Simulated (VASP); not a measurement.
Write the native input for VASP 6.6.1 that does the following.

| Item | Value |
| --- | --- |
| Task | single point |
| Functional | PBE |
| Potentials or basis | VASP PAW PBE potentials, release 64 (Ti_sv, N) |
| Cutoff | 520 eV |
| k mesh | 18 × 18 × 18 |
| Occupations | gaussian, width 0.1 eV |
| Spin | no spin polarisation |
| Dipole correction | no |
| Further INCAR settings | ALGO = Normal; EDIFF = 1e-06; NBANDS = 16 |

The structure of TiN (pbe) lies in POSCAR:

```
TiN
1.0
    0.0000000000      2.1233200922      2.1233200922
    2.1233200922      0.0000000000      2.1233200922
    2.1233200922      2.1233200922      0.0000000000
Ti N
1 1
Direct
    0.0000000000      0.0000000000      0.0000000000
    0.5000000000      0.5000000000      0.5000000000
```

These files were run (other wordings do the same):

INCAR

```
PREC = Accurate ; ENCUT = 520
EDIFF = 1E-6 ; ISMEAR = 0
SIGMA = 0.1 ; LREAL = F
LASPH = T ; NELM = 60
ALGO = Normal ; ISIF = 2
LWAVE = F ; LCHARG = F
GGA = PE ; NBANDS = 16
```

KPOINTS

```
Automatic mesh
0
Gamma
  18 18 18
```

Potentials or basis: VASP PAW PBE potentials, release 64 (Ti_sv, N).

Run with:

```console
$ cat potpaw_PBE.64/Ti_sv/POTCAR potpaw_PBE.64/N/POTCAR > POTCAR
$ mpirun -np 1 vasp_std > vasp.out
```

Results of the run:

The pressure is 0.5 GPa.

It took 35 s on 1 thread of Intel(R) Xeon(R) Platinum 8488C (Sapphire Rapids), on a shared host, peak memory 0.18 GiB.
